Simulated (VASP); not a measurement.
# MoS2 (P6_3/mmc) in VASP: notebook

The runs below take MoS2 through single point, with PBE+D3(BJ).

Everything below comes from runs of VASP 6.6.1. Logs are shortened: lines on timing, memory, paths and dates and some standing lists are left out, and cuts for length are marked.

## 1. The cell of the first run

The structure is hexagonal, space group P6_3/mmc (No. 194). The conventional cell has a = 3.197 Å, b = 3.197 Å, c = 11.909 Å, α = 90.00°, β = 90.00°, γ = 120.00°. Mo (site symmetry -6m2) has 6 S at 2.41 Å and 6 Mo at 3.20 Å within 3.2 Å. S (site symmetry 3m) has 3 Mo at 2.41 Å and 7 S at 3.08 to 3.20 Å within 3.2 Å.

## 2. Single point, PBE+D3(BJ) (strain +0.015 along x and y, -0.015 along z)

Input file INCAR:

```
SYSTEM = MoS2
ALGO = Normal
EDIFF = 1E-6
ENCUT = 520
GGA = PE
ISIF = 2
ISMEAR = 0
IVDW = 12
LASPH = .True.
LCHARG = .False.
LREAL = .False.
LWAVE = .False.
NBANDS = 35
NELM = 60
PREC = Accurate
SIGMA = 0.05
```

Input file KPOINTS:

```
k-points
0
Gamma
  12 12 4
  0 0 0
```

Input file POSCAR:

```
MoS2
1.0
    3.1965913925      0.0000000000      0.0000000000
   -1.5982956962      2.7683293514      0.0000000000
    0.0000000000      0.0000000000     11.9093925757
Mo S
2 4
Direct
    0.3333333333      0.6666666667      0.2500000000
    0.6666666667      0.3333333333      0.7500000000
    0.3333333333      0.6666666667      0.6204905688
    0.6666666667      0.3333333333      0.1204905688
    0.3333333333      0.6666666667      0.8795094312
    0.6666666667      0.3333333333      0.3795094312
```

Potentials or basis: VASP PAW PBE potentials, release 64 (Mo_sv, S).

Started as:

```sh
cat potpaw_PBE.64/Mo_sv/POTCAR potpaw_PBE.64/S/POTCAR > POTCAR
mpirun -np 1 vasp_std > vasp.out
```

OUTCAR:

```text
SYSTEM = MoS2
   EDIFF = 1E-6
   ENCUT = 520
   GGA = PE
   ISIF = 2
   ISMEAR = 0
   IVDW = 12
   LASPH = .True.
   LREAL = .False.
   NELM = 60
   PREC = Accurate
 IVDW          = 12

 ion  position               nearest neighbor table
   1  0.333  0.667  0.250-   4 2.41   6 2.41   4 2.41   6 2.41   4 2.41   6 2.41
   2  0.667  0.333  0.750-   3 2.41   5 2.41   3 2.41   5 2.41   3 2.41   5 2.41
   3  0.333  0.667  0.620-   2 2.41   2 2.41   2 2.41
   4  0.667  0.333  0.120-   1 2.41   1 2.41   1 2.41
   5  0.333  0.667  0.880-   2 2.41   2 2.41   2 2.41
   6  0.667  0.333  0.380-   1 2.41   1 2.41   1 2.41

  LATTYP: Found a hexagonal cell.
 ALAT       =     3.1965913925
 C/A-ratio  =     3.7256537084

  Lattice vectors:

 A1 = (   3.1965913925,   0.0000000000,   0.0000000000)
 A2 = (  -1.5982956962,   2.7683293514,   0.0000000000)
 A3 = (   0.0000000000,   0.0000000000,  11.9093925757)

Analysis of symmetry for initial positions (statically):
=====================================================================
 Subroutine PRICEL returns:
 Original cell was already a primitive cell.

 Routine SETGRP: Setting up the symmetry group for a
 hexagonal supercell.

 Subroutine GETGRP returns: Found 24 space group operations
 (whereof 12 operations were pure point group operations)
 out of a pool of 24 trial point group operations.

The static configuration has the point symmetry D_3d.
 The point group associated with its full space group is D_6h.

Analysis of symmetry for dynamics (positions and initial velocities):
=====================================================================
 Subroutine PRICEL returns:
 Original cell was already a primitive cell.

 Routine SETGRP: Setting up the symmetry group for a
 hexagonal supercell.

 Subroutine GETGRP returns: Found 24 space group operations
 (whereof 12 operations were pure point group operations)
 out of a pool of 24 trial point group operations.

The dynamic configuration has the point symmetry D_3d.
 The point group associated with its full space group is D_6h.

 Subroutine INISYM returns: Found 24 space group operations
 (whereof 12 operations are pure point group operations),
 and found     1 'primitive' translations

----------------------------------------------------------------------------------------

                                     Primitive cell

  volume of cell :     105.3888

  direct lattice vectors                    reciprocal lattice vectors
     3.196591392  0.000000000  0.000000000     0.312833227  0.180614348  0.000000000
    -1.598295696  2.768329351  0.000000000     0.000000000  0.361228695  0.000000000
     0.000000000  0.000000000 11.909392576     0.000000000  0.000000000  0.083967339

  length of vectors
     3.196591392  3.196591392 11.909392576     0.361228695  0.361228695  0.083967339

  position of ions in fractional coordinates (direct lattice)
     0.333333333  0.666666667  0.250000000
     0.666666667  0.333333333  0.750000000
     0.333333333  0.666666667  0.620490569
     0.666666667  0.333333333  0.120490569
     0.333333333  0.666666667  0.879509431
     0.666666667  0.333333333  0.379509431

  ion indices of the primitive-cell ions
   primitive index   ion index
                 1           1
                 2           2
                 3           3
                 4           4
                 5           5
                 6           6

----------------------------------------------------------------------------------------

 KPOINTS: k-points

Automatic generation of k-mesh.
 Grid dimensions read from file:
 generate k-points for:   12   12    4

 Generating k-lattice:

  Cartesian coordinates                     Fractional coordinates (reciprocal lattice)
     0.026069436  0.015051196  0.000000000     0.083333333  0.000000000  0.000000000
     0.000000000  0.030102391  0.000000000     0.000000000  0.083333333  0.000000000
     0.000000000  0.000000000  0.020991835     0.000000000  0.000000000  0.250000000

  Length of vectors
     0.030102391  0.030102391  0.020991835

  Shift w.r.t. Gamma in fractional coordinates (k-lattice)
     0.000000000  0.000000000  0.000000000

 Subroutine IBZKPT returns following result:
 ===========================================

 Found     57 irreducible k-points:

 Following reciprocal coordinates:
            Coordinates               Weight
  0.000000  0.000000  0.000000      1.000000
  0.083333 -0.000000  0.000000      6.000000
  0.166667  0.000000  0.000000      6.000000
  0.250000 -0.000000  0.000000      6.000000
  0.333333  0.000000  0.000000      6.000000
  0.416667 -0.000000  0.000000      6.000000
[... 16 lines left out ...]
  0.250000 -0.000000  0.250000     12.000000
  0.333333  0.000000  0.250000     12.000000
 [... further k-points ...]
   k-points           NKPTS =     57   k-points in BZ     NKDIM =     57   number of bands    NBANDS=     35
   number of dos      NEDOS =    301   number of ions     NIONS =      6
   total plane-waves  NPLWV =  51840
   dimension x,y,z NGX =    24 NGY =   24 NGZ =   90
   dimension x,y,z NGXF=    48 NGYF=   48 NGZF=  180
   ions per type =               2   4
   NGX,Y,Z   is equivalent  to a cutoff of  12.48, 12.48, 12.56 a.u.
   NGXF,Y,Z  is equivalent  to a cutoff of  24.96, 24.96, 25.13 a.u.
 SYSTEM =  MoS2
   PREC   = accura    normal or accurate (medium, high low for compatibility)
   ISTART =      0    job   : 0-new  1-cont  2-samecut
   ICHARG =      2    charge: 1-file 2-atom 10-const
   ISPIN  =      1    spin polarized calculation?
   LNONCOLLINEAR =      F non collinear calculations
   LSORBIT =      F    spin-orbit coupling
   LASPH  =      T    aspherical Exc in radial PAW
   ENCUT  =  520.0 eV  38.22 Ry    6.18 a.u.   5.94  5.94 22.14*2*pi/ulx,y,z
   NELM   =     60;   NELMIN=  2; NELMDL= -5     # of ELM steps
   EDIFF  = 0.1E-05   stopping-criterion for ELM
   LREAL  =      F    real-space projection
   EDIFFG = 0.1E-04   stopping-criterion for IOM
   NSW    =      0    number of steps for IOM
   IBRION =     -1    ionic relax: 0-MD 1-quasi-New 2-CG
   NFREE  =      0    steps in history (QN), initial steepest desc. (CG)
   ISIF   =      2    stress and relaxation
   ISYM   =      2    0-nonsym 1-usesym 2-fastsym
   POTIM  = 0.5000    time-step for ionic-motion
   TEBEG  =    0.0;   TEEND  =   0.0 temperature during run
   PSTRESS=    0.0 pullay stress
   NELECT =      52.0000    total number of electrons
   NUPDOWN=      -1.0000    fix difference up-down
   EMIN   =  10.00;   EMAX   =-10.00  energy-range for DOS
   EFERMI =   0.00;   METHOD = LEGACY
   ISMEAR =     0;   SIGMA  =   0.05  broadening in eV -4-tet -1-fermi 0-gaus
   EFERMI_NEDOS =   21; number of points for ismear=-14 and -15
   IALGO  =     38    algorithm
   IMIX   =      4    mixing-type and parameters
     AMIX     =   0.40;   BMIX     =  1.00
     AMIX_MAG =   1.60;   BMIX_MAG =  1.00
  volume/ion in A,a.u.               =      17.56       118.53
  Fermi-wavevector in a.u.,A,eV,Ry     =   1.293633  2.444612 22.769167  1.673487
  Thomas-Fermi vector in A             =   2.425266
   LORBIT       =      0    0 simple, 1 ext, 2 COOP (PROOUT), +10 PAW based schemes
   GGA     = PE    functional components
   LHFCALC =     F    Hartree Fock is set to
   AEXX    =    0.0000 exact exchange contribution
   IVDW    =    12    specifies the selected vdW correction
   LEPSILON=     F    determine dielectric tensor
   LRPA    =     F    only Hartree local field effects (RPA)
 non-spin polarized calculation
 Gauss-broadening in eV      SIGMA  =   0.05
  energy-cutoff  :      520.00
  volume of cell :      105.39
 maximum number of plane-waves:      2874
 NGX is ok and might be reduce to    24
   NGX = 11   NGY = 11   NGZ = 45

 number of electron      52.0000001 magnetization

 Free energy of the ion-electron system (eV)
  ---------------------------------------------------
  ext. energy  EPLUGINS =         0.00000000
  ---------------------------------------------------
  free energy    TOTEN  =       -43.54084441 eV

  energy without entropy =      -43.54084441  energy(sigma->0) =      -43.54084441

 E-fermi :   8.3308     XC(G=0): -10.9440

 val. band max:        7.9301581859   @ k =   0.0000   0.0000   0.0000
 cond. band min:       8.6268078967   @ k =   0.3333   0.3333   0.0000
 fundamental gap:      0.6966497108
 Fermi energy:         8.3308316230

 k-point     1 :       0.0000    0.0000    0.0000
  band No.  band energies     occupation
      1     -53.8066      2.00000
      2     -53.8065      2.00000
      3     -27.9406      2.00000
      4     -27.9404      2.00000
      5     -27.7592      2.00000
      6     -27.7592      2.00000
[... 27 lines left out ...]
     34      10.1831      0.00000
     35      13.1388      0.00000

 k-point     2 :       0.0833   -0.0000    0.0000
  band No.  band energies     occupation
      1     -53.8042      2.00000
      2     -53.8042      2.00000
      3     -27.9357      2.00000
      4     -27.9356      2.00000
      5     -27.7839      2.00000
      6     -27.7839      2.00000
[... 27 lines left out ...]
     34      10.0812      0.00000
     35      13.6208      0.00000

 k-point     3 :       0.1667    0.0000    0.0000
  band No.  band energies     occupation
      1     -53.7977      2.00000
      2     -53.7977      2.00000
      3     -27.9225      2.00000
      4     -27.9224      2.00000
      5     -27.8509      2.00000
      6     -27.8509      2.00000
[... 27 lines left out ...]
     34      10.4600      0.00000
     35      14.7968      0.00000

 k-point     4 :       0.2500   -0.0000    0.0000
  band No.  band energies     occupation
      1     -53.7888      2.00000
      2     -53.7888      2.00000
      3     -27.9412      2.00000
      4     -27.9412      2.00000
      5     -27.9044      2.00000
      6     -27.9043      2.00000
[... 27 lines left out ...]
     34      10.9654      0.00000
     35      15.1498      0.00000

 k-point     5 :       0.3333    0.0000    0.0000
  band No.  band energies     occupation
      1     -53.7798      2.00000
      2     -53.7798      2.00000
      3     -28.0302      2.00000
      4     -28.0302      2.00000
      5     -27.8862      2.00000
      6     -27.8862      2.00000
[... 638 lines left out ...]
 k-point    22 :       0.1667    0.0000    0.2500
  band No.  band energies     occupation
      1     -53.7977      2.00000
      2     -53.7977      2.00000
      3     -27.9225      2.00000
      4     -27.9224      2.00000
      5     -27.8509      2.00000
      6     -27.8509      2.00000
[... 27 lines left out ...]
     34      10.4427      0.00000
     35      14.6899      0.00000

 k-point    23 :       0.2500   -0.0000    0.2500
  band No.  band energies     occupation
      1     -53.7888      2.00000
      2     -53.7888      2.00000
      3     -27.9412      2.00000
      4     -27.9412      2.00000
      5     -27.9044      2.00000
      6     -27.9043      2.00000
[... 27 lines left out ...]
     34      10.9274      0.00000
     35      15.1073      0.00000

 k-point    24 :       0.3333    0.0000    0.2500
  band No.  band energies     occupation
      1     -53.7798      2.00000
      2     -53.7798      2.00000
      3     -28.0302      2.00000
      4     -28.0302      2.00000
      5     -27.8862      2.00000
      6     -27.8862      2.00000
[... 27 lines left out ...]
     34      11.2977      0.00000
     35      14.2796      0.00000

 [... further k-points ...]

------------------------ aborting loop because EDIFF is reached ----------------------------------------

 Edisp (eV)   -2.58590

 E8    (eV) :    -1.0427

  FORCE on cell =-STRESS in cart. coord.  units (eV):
  Direction    XX          YY          ZZ          XY          YZ          ZX
  --------------------------------------------------------------------------------------
  -------------------------------------------------------------------------------------
  Total      -2.44196    -2.44196     0.98740    -0.00000     0.00000     0.00000
  in kB     -37.12396   -37.12396    15.01097    -0.00000     0.00000     0.00000
  external pressure =      -19.75 kB  Pullay stress =        0.00 kB

 VOLUME and BASIS-vectors are now :
 -----------------------------------------------------------------------------
  energy-cutoff  :      520.00
  volume of cell :      105.39
      direct lattice vectors                 reciprocal lattice vectors
     3.196591392  0.000000000  0.000000000     0.312833227  0.180614348  0.000000000
    -1.598295696  2.768329351  0.000000000     0.000000000  0.361228695  0.000000000
     0.000000000  0.000000000 11.909392576     0.000000000  0.000000000  0.083967339

 POSITION                                       TOTAL-FORCE (eV/Angst)
 -----------------------------------------------------------------------------------
     -0.00000      1.84555      2.97735         0.000000      0.000000     -0.000000
      1.59830      0.92278      8.93204         0.000000      0.000000     -0.000000
     -0.00000      1.84555      7.38967        -0.000000     -0.000000     -0.108686
      1.59830      0.92278      1.43497        -0.000000     -0.000000     -0.108686
     -0.00000      1.84555     10.47442         0.000000      0.000000      0.108686
      1.59830      0.92278      4.51973         0.000000     -0.000000      0.108686
 -----------------------------------------------------------------------------------
    total drift:                               -0.000000      0.000000     -0.000000

  FREE ENERGIE OF THE ION-ELECTRON SYSTEM (eV)
  ---------------------------------------------------
  free  energy   TOTEN  =       -46.1267409623 eV

  energy  without entropy=      -46.1267409623  energy(sigma->0) =      -46.12674096
```

It took 2.3 min on 1 thread of Intel Xeon Platinum 8559C (Emerald Rapids), shared host; peak memory 0.32 GiB.

What came out:

```yaml
Free_energy: -46.1267 eV
Pressure: -2.0 GPa
Largest_force: 0.109 eV/Å
Band_gap_on_the_k_mesh: 0.70 eV, indirect (least direct gap 1.53 eV)
Dispersion_energy_per_atom: -0.431 eV
```

Forces on the atoms (eV/Å):
```
Mo   0.000  0.000  0.000
Mo   0.000  0.000  0.000
S    0.000  0.000 -0.109
S    0.000  0.000 -0.109
S    0.000  0.000  0.109
S    0.000  0.000  0.109
```

Caveat: the cell differs from its parent crystal (strain +0.015 along x and y, -0.015 along z).

## 3. Single point, PBE+D3(BJ) (strain +0.000 along x and y, +0.030 along z)

Input file INCAR:

```
PREC = Accurate ; ENCUT = 520
EDIFF = 1E-7 ; ISMEAR = 0
SIGMA = 0.05 ; LREAL = F
LASPH = T ; NELM = 60
ALGO = Normal ; ISIF = 2
LWAVE = F ; LCHARG = T
GGA = PE ; IVDW = 12
LELF = T ; LVHAR = T
NBANDS = 35
```

Input file KPOINTS:

```
regular mesh
0
Gamma
  12 12 4
```

POSCAR: that of step 2 with these lines changed.

```diff
@@ -2,5 +2,5 @@
 1.0
-    3.1965913925      0.0000000000      0.0000000000
-   -1.5982956962      2.7683293514      0.0000000000
-    0.0000000000      0.0000000000     11.9093925757
+    3.1493511256      0.0000000000      0.0000000000
+   -1.5746755628      2.7274180802      0.0000000000
+    0.0000000000      0.0000000000     12.4534765005
 Mo S
```

Potentials or basis: VASP PAW PBE potentials, release 64 (Mo_sv, S).

Started as:

```sh
cat potpaw_PBE.64/Mo_sv/POTCAR potpaw_PBE.64/S/POTCAR > POTCAR
mpirun -np 1 vasp_std > vasp.out
```

Wall time 2.5 min (1 thread of Intel Xeon Platinum 8559C (Emerald Rapids), shared host); peak memory 0.32 GiB.

It converged, with:

```
Free energy                : -46.0828 eV
Pressure                   : -4.7 GPa
Largest force              : 0.807 eV/Å
Band gap on the k mesh     : 0.93 eV, indirect (least direct gap 1.78 eV)
Dispersion energy per atom : -0.424 eV
```

Forces in eV/Å, atoms in the order of the input:
```
Mo   0.000  0.000  0.000
Mo   0.000  0.000  0.000
S    0.000  0.000  0.807
S    0.000  0.000  0.807
S    0.000  0.000 -0.807
S    0.000  0.000 -0.807
```

Stress tensor (GPa, compression positive):
```
-2.75  0.00  0.00
 0.00 -2.75  0.00
 0.00  0.00 -8.74
```

Levels at points of the mesh, in eV from the valence-band top:
| k point | band 24 | band 25 | band 26 | band 27 | band 28 | band 29 |
| --- | --- | --- | --- | --- | --- | --- |
| (0.00, 0.00, 0.00) | -1.16 | -1.13 | 0.00 | 2.32 | 2.32 | 2.36 |
| (0.50, 0.00, 0.00) | -1.20 | -1.15 | -1.11 | 1.92 | 1.96 | 2.19 |
| (0.00, 0.00, 0.50) | -1.72 | -0.26 | -0.26 | 2.33 | 2.33 | 2.33 |
| (0.50, 0.00, 0.50) | -1.26 | -1.15 | -1.15 | 1.94 | 1.94 | 2.37 |

Caveat: the cell differs from its parent crystal (strain +0.000 along x and y, +0.030 along z).

(Continued in part 2 of 2.)
